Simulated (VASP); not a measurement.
Write the native input for VASP 6.6.1 that does the following.

```yaml
Task: relaxation of cell and atoms
Functional: PBE
Potentials_or_basis: VASP PAW PBE potentials, release 64 (Mg, B)
Cutoff: 600 eV
k_mesh: 15 × 15 × 12
Occupations: fermi-dirac, width 0.15 eV
Spin: no spin polarisation
Dipole_correction: no
Further_INCAR_settings: ALGO = Normal; EDIFF = 1e-06; IBRION = 2; EDIFFG = -0.001; NSW = 80; ISIF = 3
```

The structure of MgB2 (base) lies in POSCAR:

```
MgB2
1.0
    3.0728984616      0.0000000000      0.0000000000
   -1.5364492308      2.6612081310      0.0000000000
    0.0000000000      0.0000000000      3.5320019510
Mg B
1 2
Direct
    0.0000000000      0.0000000000      0.0000000000
    0.3333333333      0.6666666667      0.5000000000
    0.6666666667      0.3333333333      0.5000000000
```

One way to write it, as run:

INCAR

```
SYSTEM = MgB2
PREC = Accurate
ENCUT = 600
EDIFF = 1E-6
ISMEAR = -1
SIGMA = 0.15
LREAL = .FALSE.
LASPH = .TRUE.
NELM = 80
ALGO = Normal
ISIF = 3
LWAVE = .FALSE.
LCHARG = .FALSE.
GGA = PE
IBRION = 2
NSW = 80
EDIFFG = -0.001
```

KPOINTS

```
Automatic mesh
0
G
  15 15 12
  0 0 0
```

Potentials or basis: VASP PAW PBE potentials, release 64 (Mg, B).

Command:

```bash
$ cat potpaw_PBE.64/Mg/POTCAR potpaw_PBE.64/B/POTCAR > POTCAR
$ mpirun -np 1 vasp_std > vasp.out
```

Results of the run:

The relaxed volume is 9.61 Å³/atom. The relaxed cell is a = 3.074 Å, b = 3.074 Å, c = 3.521 Å, α = 90.00°, β = 90.00°, γ = 120.00°, the space group after relaxing (to 0.05 Å) is P6/mmm (No. 191) and the energy gained by relaxing is 0.1 meV/atom. The ionic steps are 7, the pressure after relaxing is 0.0 GPa and the band gap on the k mesh is zero (band 4 reaches 7.10 eV, above the bottom of band 5 at 3.30 eV).

It took 65 s on 1 thread of AMD EPYC 9R45 96-Core Processor (Zen 5) (shared host), peak memory 0.18 GiB.
